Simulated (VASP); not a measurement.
Crystal: IrAu2.

```
Ir Au
1.0
     0.00000    3.70075    3.70075
     3.70075    0.00000    3.70075
     3.70075    3.70075    0.00000
Ir Au
2 4
Cartesian
  0.0000 0.0000 0.0000
  1.8504 1.8504 1.8504
  4.6259 4.6259 4.6259
  4.6259 2.7756 2.7756
  2.7756 2.7756 4.6259
  2.7756 4.6259 2.7756
```

```yaml
Program: VASP 6.6.1
Task: relaxation of cell and atoms
Functional: PBE
Potentials_or_basis: VASP PAW PBE potentials, release 64 (Ir, Au)
Cutoff: 600 eV
k_mesh: 4 × 4 × 4
Occupations: gaussian, width 0.1 eV
Spin: no spin polarisation
```

At the start: pressure 10.1 GPa; volume 16.89 Å³/atom.

Task: How do energy, volume and symmetry change on relaxing?

Result: Over 3 steps the energy falls by 27.0 meV/atom and the volume is 17.83 Å³/atom (+5.5 %); space group Fd-3m (No. 227, to 0.05 Å).

The path:
```
step  energy change (eV)  largest force (eV/Å)  pressure (GPa)  volume (Å³)
   1              0.0000                0.0000           10.14       101.37
   2              0.3182                0.0000          -12.47       117.87
   3             -0.1623                0.0000           -0.27       106.99
```

Final structure:
```
Ir Au
1.0
     0.00000    3.76792    3.76792
     3.76792    0.00000    3.76792
     3.76792    3.76792    0.00000
Ir Au
2 4
Direct
  0.00000 0.00000 0.00000
  0.25000 0.25000 0.25000
  0.62500 0.62500 0.62500
  0.12500 0.62500 0.62500
  0.62500 0.62500 0.12500
  0.62500 0.12500 0.62500
```

Caveat: the k points lie up to 0.36 Å⁻¹ apart in the final cell.
